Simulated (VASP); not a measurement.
# AlN (R-3m) in VASP: a series of runs

Runs on AlN. Level: PBE. Tasks: electric field gradients.

Everything below comes from runs of VASP 6.6.1. Logs are shortened: lines on timing, memory, paths and dates and some standing lists are left out, and cuts for length are marked.

## Step 1: The cell of the first run

Symmetry: R-3m, No. 166, trigonal system. Conventional cell: a = 2.811 Å, b = 2.811 Å, c = 6.783 Å, α = 90.00°, β = 90.00°, γ = 120.00°. Within 2.6 Å of Al (site symmetry -3m) lie 6 N at 1.98 Å. N (site symmetry -3m) has 6 Al at 1.98 Å within 2.6 Å.

## Step 2: Electric field gradients, PBE (equal xy, yz and zx shear strains of -1 %)

INCAR

```
PREC     = Accurate       # precision mode
ENCUT    = 520            # plane-wave cutoff, eV
EDIFF    = 1E-8           # SCF threshold, eV
ISMEAR   = -1             # smearing method
SIGMA    = 0.02           # smearing width, eV
LREAL    = False          # projectors in reciprocal space
LASPH    = True           # aspherical terms in the spheres
NELM     = 60             # most SCF steps
ALGO     = Normal         # electronic algorithm
ISIF     = 2              # what is computed and relaxed
LWAVE    = False          # write WAVECAR
LCHARG   = False          # write CHGCAR
GGA      = PE             # functional
LEFG     = True         
NBANDS   = 11             # bands
```

KPOINTS

```
regular mesh
0
Gamma
  10 10 10
```

POSCAR

```
AlN
1.0
   -0.0197800000      1.9681100000      1.9681100000
    1.9681100000     -0.0197800000      1.9681100000
    1.9681100000      1.9681100000     -0.0197800000
Al N
1 1
Direct
    0.0000000000      0.0000000000      0.0000000000
    0.5000000000      0.5000000000      0.5000000000
```

Potentials or basis: VASP PAW PBE potentials, release 64 (Al, N).

Launch:

```
cat potpaw_PBE.64/Al/POTCAR potpaw_PBE.64/N/POTCAR > POTCAR
mpirun -np 1 vasp_std > vasp.out
```

OUTCAR:

```text
PREC = Accurate
   ENCUT = 520
   EDIFF = 1E-8
   ISMEAR = -1
   LREAL = False
   LASPH = True
   NELM = 60
   ISIF = 2
   GGA = PE

 ion  position               nearest neighbor table
   1  0.000  0.000  0.000-   2 1.98   2 1.98   2 1.98   2 1.98   2 1.98   2 1.98
   2  0.500  0.500  0.500-   1 1.98   1 1.98   1 1.98   1 1.98   1 1.98   1 1.98

  LATTYP: Found a trigonal (rhomboedric) cell.
 ALAT       =     2.7833981376
 COS(alpha) =     0.4899250057

  Lattice vectors:

 A1 = (  -0.0197800000,   1.9681100000,   1.9681100000)
 A2 = (   1.9681100000,  -0.0197800000,   1.9681100000)
 A3 = (   1.9681100000,   1.9681100000,  -0.0197800000)

Analysis of symmetry for initial positions (statically):
=====================================================================
 Subroutine PRICEL returns:
 Original cell was already a primitive cell.

 Routine SETGRP: Setting up the symmetry group for a
 trigonal (rhombohedral) supercell.

 Subroutine GETGRP returns: Found 12 space group operations
 (whereof 12 operations were pure point group operations)
 out of a pool of 12 trial point group operations.

The static configuration has the point symmetry D_3d.

Analysis of symmetry for dynamics (positions and initial velocities):
=====================================================================
 Subroutine PRICEL returns:
 Original cell was already a primitive cell.

 Routine SETGRP: Setting up the symmetry group for a
 trigonal (rhombohedral) supercell.

 Subroutine GETGRP returns: Found 12 space group operations
 (whereof 12 operations were pure point group operations)
 out of a pool of 12 trial point group operations.

The dynamic configuration has the point symmetry D_3d.

 Subroutine INISYM returns: Found 12 space group operations
 (whereof 12 operations are pure point group operations),
 and found     1 'primitive' translations

----------------------------------------------------------------------------------------

                                     Primitive cell

  volume of cell :      15.4766

  direct lattice vectors                    reciprocal lattice vectors
    -0.019780000  1.968110000  1.968110000    -0.250252654  0.252793290  0.252793290
     1.968110000 -0.019780000  1.968110000     0.252793290 -0.250252654  0.252793290
[... 128 lines left out ...]
  ---------------------------------------------------
  free energy    TOTEN  =       -14.43954393 eV

  energy without entropy =      -14.43954393  energy(sigma->0) =      -14.43954393

 E-fermi :  11.3849     XC(G=0): -12.5959

 val. band max:       10.9816372332   @ k =   0.0000   0.0000   0.0000
 cond. band min:      15.8845376004   @ k =   0.5000   0.5000  -0.0000
 fundamental gap:      4.9029003671
 Fermi energy:        11.3848802182

 k-point     1 :       0.0000    0.0000    0.0000
  band No.  band energies     occupation
      1      -7.3256      2.00000
      2      10.7657      2.00000
      3      10.7657      2.00000
      4      10.9816      2.00000
      5      17.4810      0.00000
      6      23.0529      0.00000
      7      23.0529      0.00000
      8      23.5558      0.00000
      9      28.5211      0.00000
     10      29.1185      0.00000
     11      29.1185      0.00000
[... 309 lines left out ...]
 k-point    24 :       0.4000    0.3000   -0.0000
  band No.  band energies     occupation
      1      -4.0933      2.00000
      2       4.7062      2.00000
      3       7.7744      2.00000
      4       8.5128      2.00000
      5      17.4030      0.00000
      6      18.0017      0.00000
      7      23.8023      0.00000
      8      27.3578      0.00000
      9      28.0649      0.00000
     10      33.4337      0.00000
     11      36.6123      0.00000

 [... further k-points ...]
[... 5 lines left out ...]
  --------------------------------------------------------------------------------------
  -------------------------------------------------------------------------------------
  Total        2.4411657      2.4411657      2.4411657      0.3273340      0.3273340      0.3273340
  in kB      252.7153767    252.7153767    252.7153767     33.8864063     33.8864063     33.8864063
  external PRESSURE =     252.7153767 kB  Pullay stress =       0.0000000 kB

 VOLUME and BASIS-vectors are now :
 -----------------------------------------------------------------------------
  energy-cutoff  :      520.00
  volume of cell :       15.48
      direct lattice vectors                 reciprocal lattice vectors
    -0.019780000  1.968110000  1.968110000    -0.250252654  0.252793290  0.252793290
     1.968110000 -0.019780000  1.968110000     0.252793290 -0.250252654  0.252793290
     1.968110000  1.968110000 -0.019780000     0.252793290  0.252793290 -0.250252654

 POSITION                                       TOTAL-FORCE (eV/Angst)
 -----------------------------------------------------------------------------------
      0.00000      0.00000      0.00000        -0.000000      0.000000      0.000000
      1.95822      1.95822      1.95822         0.000000     -0.000000     -0.000000
 -----------------------------------------------------------------------------------
    total drift:                               -0.000000     -0.000000      0.000000

  FREE ENERGIE OF THE ION-ELECTRON SYSTEM (eV)
  ---------------------------------------------------
  free  energy   TOTEN  =       -14.4395439304 eV

  energy  without entropy=      -14.4395439304  energy(sigma->0) =      -14.43954393

 Electric field gradients (V/A^2)
---------------------------------------------------------------------
 ion       V_xx      V_yy      V_zz      V_xy      V_xz      V_yz
---------------------------------------------------------------------
   1       0.000     0.000     0.000     0.151     0.151     0.151
   2      -0.000     0.000    -0.000    -2.158    -2.158    -2.158
---------------------------------------------------------------------

 Electric field gradients after diagonalization (V/A^2)
 (convention: |V_zz| > |V_xx| > |V_yy|)
----------------------------------------------------------------------
 ion       V_xx      V_yy      V_zz     asymmetry (V_yy - V_xx)/ V_zz
----------------------------------------------------------------------
   1      -0.151    -0.151     0.302       0.000
   2       2.158     2.158    -4.317       0.000
----------------------------------------------------------------------

           NMR quadrupolar parameters

 Cq : quadrupolar parameter    Cq=e*Q*V_zz/h
 eta: asymmetry parameters     (V_yy - V_xx)/ V_zz
 Q  : nuclear electric quadrupole moment in mb (millibarn)
----------------------------------------------------------------------
 ion       Cq(MHz)       eta       Q (mb)
----------------------------------------------------------------------
   1       0.001       0.000       1.000
   2      -0.010       0.000       1.000
----------------------------------------------------------------------
```

stdout:

```text
POSCAR found type information on POSCAR AlN
 POSCAR found :  2 types and       2 ions
 scaLAPACK will be used
 LDA part: xc-table for (Slater+PW92), standard interpolation
 POSCAR, INCAR and KPOINTS ok, starting setup
 FFT: planning ... GRIDC
 FFT: planning ... GRID_SOFT
 FFT: planning ... GRID
 WAVECAR not read
 entering main loop
ion   1

ion   2
```

Run time: 24 s. Hardware: 1 thread of Intel Xeon 8259CL, shared host; peak memory 0.14 GiB.

What came out:

| Property | Result |
| --- | --- |
| Free energy | -14.4395 eV |
| Pressure | 25.3 GPa |
| Band gap on the k mesh | 4.90 eV, indirect (least direct gap 6.50 eV) |

Levels at points of the mesh, in eV from the valence-band top:
| k point | band 1 | band 2 | band 3 | band 4 | band 5 | band 6 | band 7 | band 8 |
| --- | --- | --- | --- | --- | --- | --- | --- | --- |
| (0.00, 0.00, 0.00) | -18.31 | -0.22 | -0.22 | 0.00 | 6.50 | 12.07 | 12.07 | 12.57 |
| (0.50, 0.00, 0.00) | -14.81 | -8.91 | -1.38 | -1.24 | 6.48 | 11.39 | 11.59 | 14.08 |
| (0.50, 0.50, 0.00) | -13.70 | -7.98 | -3.23 | -3.00 | 4.90 | 5.25 | 14.71 | 18.11 |
| (0.50, 0.50, 0.50) | -14.69 | -8.77 | -1.46 | -1.46 | 6.20 | 11.15 | 11.15 | 14.32 |

Electric field gradients, principal values (V/Å²):
```tsv
atom	least	middle	greatest (by size)
1 Al	-0.151	-0.151	0.302
2 N	2.158	2.158	-4.317
```

Caveat: the cell differs from its parent crystal (equal xy, yz and zx shear strains of -1 %); without QUAD_EFG the Cq values of the log hold for a quadrupole moment of 1 mb, not for the nuclei. A k mesh can miss the band edges.

## Step 3: Electric field gradients, PBE (equal xy, yz and zx shear strains of +2 %)

INCAR

```
  ALGO = Normal
  EDIFF = 1E-8
  ENCUT = 520
  GGA = PE
  ISIF = 2
  ISMEAR = -1
  LASPH = T
  LCHARG = F
  LEFG = T
  LREAL = F
  LWAVE = F
  NBANDS = 11
  NELM = 60
  PREC = Accurate
  SIGMA = 0.02
```

KPOINTS

```
k-points
0
Gamma
  10 10 10
```

POSCAR

```
AlN
1.0
    0.0395600000      1.9977800000      1.9977800000
    1.9977800000      0.0395600000      1.9977800000
    1.9977800000      1.9977800000      0.0395600000
Al N
1 1
Direct
    0.0000000000      0.0000000000      0.0000000000
    0.5000000000      0.5000000000      0.5000000000
```

Potentials or basis: VASP PAW PBE potentials, release 64 (Al, N).

Launch:

```
cat potpaw_PBE.64/Al/POTCAR potpaw_PBE.64/N/POTCAR > POTCAR
mpirun -np 1 vasp_std > vasp.out
```

OUTCAR:

```text
EDIFF = 1E-8
   ENCUT = 520
   GGA = PE
   ISIF = 2
   ISMEAR = -1
   LASPH = T
   LREAL = F
   NELM = 60
   PREC = Accurate

 ion  position               nearest neighbor table
   1  0.000  0.000  0.000-   2 1.98   2 1.98   2 1.98   2 1.98   2 1.98   2 1.98
   2  0.500  0.500  0.500-   1 1.98   1 1.98   1 1.98   1 1.98   1 1.98   1 1.98

  LATTYP: Found a trigonal (rhomboedric) cell.
 ALAT       =     2.8255645189
 COS(alpha) =     0.5197000882

  Lattice vectors:

 A1 = (   0.0395600000,   1.9977800000,   1.9977800000)
 A2 = (   1.9977800000,   0.0395600000,   1.9977800000)
 A3 = (   1.9977800000,   1.9977800000,   0.0395600000)

Analysis of symmetry for initial positions (statically):
=====================================================================
 Subroutine PRICEL returns:
 Original cell was already a primitive cell.

 Routine SETGRP: Setting up the symmetry group for a
 trigonal (rhombohedral) supercell.

 Subroutine GETGRP returns: Found 12 space group operations
 (whereof 12 operations were pure point group operations)
 out of a pool of 12 trial point group operations.

The static configuration has the point symmetry D_3d.

Analysis of symmetry for dynamics (positions and initial velocities):
=====================================================================
 Subroutine PRICEL returns:
 Original cell was already a primitive cell.

 Routine SETGRP: Setting up the symmetry group for a
 trigonal (rhombohedral) supercell.

 Subroutine GETGRP returns: Found 12 space group operations
 (whereof 12 operations were pure point group operations)
 out of a pool of 12 trial point group operations.

The dynamic configuration has the point symmetry D_3d.
[... 163 lines left out ...]
      8      23.5388      0.00000
      9      28.4819      0.00000
     10      29.1367      0.00000
     11      29.1367      0.00000
[... 309 lines left out ...]
 k-point    24 :       0.4000    0.3000    0.0000
  band No.  band energies     occupation
      1      -4.0818      2.00000
      2       4.7464      2.00000
      3       8.0239      2.00000
      4       8.2145      2.00000
      5      16.9922      0.00000
      6      18.4585      0.00000
      7      23.7804      0.00000
      8      27.2055      0.00000
      9      28.2240      0.00000
     10      33.3868      0.00000
     11      36.7143      0.00000

 [... further k-points ...]
[... 5 lines left out ...]
  --------------------------------------------------------------------------------------
  -------------------------------------------------------------------------------------
  Total        2.4534738      2.4534738      2.4534738     -0.6825634     -0.6825634     -0.6825634
  in kB      254.0461355    254.0461355    254.0461355    -70.6763540    -70.6763540    -70.6763540
  external PRESSURE =     254.0461355 kB  Pullay stress =       0.0000000 kB

 VOLUME and BASIS-vectors are now :
 -----------------------------------------------------------------------------
  energy-cutoff  :      520.00
  volume of cell :       15.47
      direct lattice vectors                 reciprocal lattice vectors
     0.039560000  1.997780000  1.997780000    -0.257837199  0.252830652  0.252830652
     1.997780000  0.039560000  1.997780000     0.252830652 -0.257837199  0.252830652
     1.997780000  1.997780000  0.039560000     0.252830652  0.252830652 -0.257837199

 POSITION                                       TOTAL-FORCE (eV/Angst)
 -----------------------------------------------------------------------------------
      0.00000      0.00000      0.00000        -0.000000      0.000000     -0.000000
      2.01756      2.01756      2.01756         0.000000     -0.000000      0.000000
 -----------------------------------------------------------------------------------
    total drift:                               -0.000000     -0.000000      0.000000

  FREE ENERGIE OF THE ION-ELECTRON SYSTEM (eV)
  ---------------------------------------------------
  free  energy   TOTEN  =       -14.4237837007 eV

  energy  without entropy=      -14.4237837007  energy(sigma->0) =      -14.42378370

 Electric field gradients (V/A^2)
---------------------------------------------------------------------
 ion       V_xx      V_yy      V_zz      V_xy      V_xz      V_yz
---------------------------------------------------------------------
   1       0.000    -0.000    -0.000    -0.276    -0.276    -0.276
   2      -0.000     0.000    -0.000     4.446     4.446     4.446
---------------------------------------------------------------------

 Electric field gradients after diagonalization (V/A^2)
 (convention: |V_zz| > |V_xx| > |V_yy|)
----------------------------------------------------------------------
 ion       V_xx      V_yy      V_zz     asymmetry (V_yy - V_xx)/ V_zz
----------------------------------------------------------------------
   1       0.276     0.276    -0.551       0.000
   2      -4.446    -4.446     8.891       0.000
----------------------------------------------------------------------

           NMR quadrupolar parameters

 Cq : quadrupolar parameter    Cq=e*Q*V_zz/h
 eta: asymmetry parameters     (V_yy - V_xx)/ V_zz
 Q  : nuclear electric quadrupole moment in mb (millibarn)
----------------------------------------------------------------------
 ion       Cq(MHz)       eta       Q (mb)
----------------------------------------------------------------------
   1      -0.001       0.000       1.000
   2       0.021       0.000       1.000
----------------------------------------------------------------------
```

stdout:

```text
POSCAR found type information on POSCAR AlN
 POSCAR found :  2 types and       2 ions
 scaLAPACK will be used
 LDA part: xc-table for (Slater+PW92), standard interpolation
 POSCAR, INCAR and KPOINTS ok, starting setup
 FFT: planning ... GRIDC
 FFT: planning ... GRID_SOFT
 FFT: planning ... GRID
 WAVECAR not read
 entering main loop
ion   1

ion   2
```

Run time: 24 s. Hardware: 1 thread of Intel Xeon 8259CL, shared host; peak memory 0.14 GiB.

Results:

- Free energy: -14.4238 eV
- Pressure: 25.4 GPa
- Band gap on the k mesh: 4.73 eV, indirect (least direct gap 6.44 eV)

Levels at points of the mesh, in eV from the valence-band top:
| k point | band 1 | band 2 | band 3 | band 4 | band 5 | band 6 | band 7 | band 8 | band 9 |
| --- | --- | --- | --- | --- | --- | --- | --- | --- | --- |
| (0.00, 0.00, 0.00) | -18.32 | -0.45 | 0.00 | 0.00 | 6.44 | 11.67 | 12.54 | 12.54 | 17.49 |
| (0.50, 0.00, 0.00) | -14.73 | -8.81 | -1.57 | -1.28 | 6.23 | 11.09 | 11.42 | 14.22 | 16.57 |
| (0.50, 0.50, 0.00) | -13.71 | -7.98 | -3.34 | -2.90 | 4.73 | 5.41 | 14.66 | 18.12 | 18.25 |
| (0.50, 0.50, 0.50) | -14.95 | -9.11 | -1.13 | -1.13 | 6.84 | 11.88 | 11.88 | 13.79 | 17.06 |

Electric field gradients, principal values (V/Å²):
```
atom   least  middle  greatest (by size)
1 Al   0.276   0.276              -0.551
 2 N  -4.446  -4.446               8.891
```

Caveat: the cell differs from its parent crystal (equal xy, yz and zx shear strains of +2 %); without QUAD_EFG the Cq values of the log hold for a quadrupole moment of 1 mb, not for the nuclei.

(Part 1 of 2 ends here.)
